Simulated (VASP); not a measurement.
Here is a VASP 6.6.1 calculation.

File POSCAR:

```
K2S
1.0
    0.0000000000      3.7027186839      3.7027186839
    3.7027186839      0.0000000000      3.7027186839
    3.7027186839      3.7027186839      0.0000000000
K S
2 1
Direct
    0.2500000000      0.2500000000      0.2500000000
    0.7500000000      0.7500000000      0.7500000000
    0.0000000000      0.0000000000      0.0000000000
```

The input INCAR.step1:

```
SYSTEM = K2S
ALGO     = Normal         ! electronic algorithm
EDIFF    = 1E-5           ! SCF threshold, eV
ENCUT    = 550            ! plane-wave cutoff, eV
GGA      = PE             ! functional
GGA_COMPAT= .FALSE.      
ISMEAR   = 0              ! smearing method
LASPH    = .TRUE.         ! aspherical terms in the spheres
LCHARG   = .FALSE.        ! write CHGCAR
LREAL    = .FALSE.        ! projectors in reciprocal space
LWAVE    = .TRUE.         ! write WAVECAR
NBANDS   = 19             ! bands
NELM     = 120            ! most SCF steps
PREC     = Accurate       ! precision mode
SIGMA    = 0.01           ! smearing width, eV
```

The input INCAR.step2:

```
SYSTEM = K2S
ALGO     = Normal         ! electronic algorithm
EDIFF    = 1E-6           ! SCF threshold, eV
ENCUT    = 550            ! plane-wave cutoff, eV
GGA_COMPAT= .FALSE.      
ISIF     = 2              ! what is computed and relaxed
ISMEAR   = 0              ! smearing method
ISTART   = 1            
LASPH    = .TRUE.         ! aspherical terms in the spheres
LCHARG   = .TRUE.         ! write CHGCAR
LELF     = .TRUE.         ! ELF
LMIXTAU  = .TRUE.       
LREAL    = .FALSE.        ! projectors in reciprocal space
LVHAR    = .TRUE.       
LWAVE    = .FALSE.        ! write WAVECAR
METAGGA  = R2SCAN         ! meta-GGA
NBANDS   = 19             ! bands
NELM     = 120            ! most SCF steps
PREC     = Accurate       ! precision mode
SIGMA    = 0.01           ! smearing width, eV
```

File KPOINTS:

```
k-points
0
G
  6 6 6
  0 0 0
```

Potentials or basis: VASP PAW PBE potentials, release 64 (K_sv, S).

Run with:

```bash
$ cat potpaw_PBE.64/K_sv/POTCAR potpaw_PBE.64/S/POTCAR > POTCAR
$ cp INCAR.step1 INCAR
$ mpirun -np 1 vasp_std > vasp.out
$ cp INCAR.step2 INCAR
$ mpirun -np 1 vasp_std > vasp.out
```

Question: What does it give for the band gap on the k mesh?

Answer: 2.76 eV, indirect (least direct gap 2.95 eV).

Question: What does it give for the pressure?

Answer: 0.0 GPa.

Caveat: the PAW data sets were made with another functional, which shifts forces and pressure a little. A k mesh can miss the band edges.
